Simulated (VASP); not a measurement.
The system is MgB2.

```
Mg B
1.0
     3.08500    0.00000    0.00000
    -1.54250    2.67169    0.00000
     0.00000    0.00000    3.52300
Mg B
1 2
Direct
  0.00000 0.00000 0.00000
  0.66667 0.33333 0.50000
  0.33333 0.66667 0.50000
```

```yaml
Program: VASP 6.6.1
Task: relaxation of cell and atoms
Functional: PBEsol
Potentials_or_basis: VASP PAW PBE potentials, release 64 (Mg, B)
Cutoff: 600 eV
k_mesh: 10 × 10 × 8
Occupations: fermi-dirac, width 0.05 eV
Spin: no spin polarisation
```

At the start: pressure -3.0 GPa; volume 9.68 Å³/atom.

Task: Where does the relaxation end?

Result: Over 5 steps the energy falls by 2.1 meV/atom and the volume is 9.47 Å³/atom (-2.2 %); space group P6/mmm (No. 191, to 0.05 Å).

The path:
```csv
step,energy change (eV),largest force (eV/Å),pressure (GPa),volume (Å³)
1,0.0000,0.0000,-3.04,29.04
2,-0.0052,0.0000,1.01,28.27
3,-0.0057,0.0000,0.04,28.44
4,-0.0062,0.0000,0.02,28.42
5,-0.0063,0.0000,0.01,28.41
```

Final structure:
```
Mg B
1.0
     3.06974    0.00000    0.00000
    -1.53487    2.65847    0.00000
     0.00000    0.00000    3.48071
Mg B
1 2
Cartesian
  0.0000 0.0000 3.4807
  1.5349 0.8862 1.7404
  0.0000 1.7723 1.7404
```

Caveat: the PAW data sets were made with another functional, which shifts forces and pressure a little.
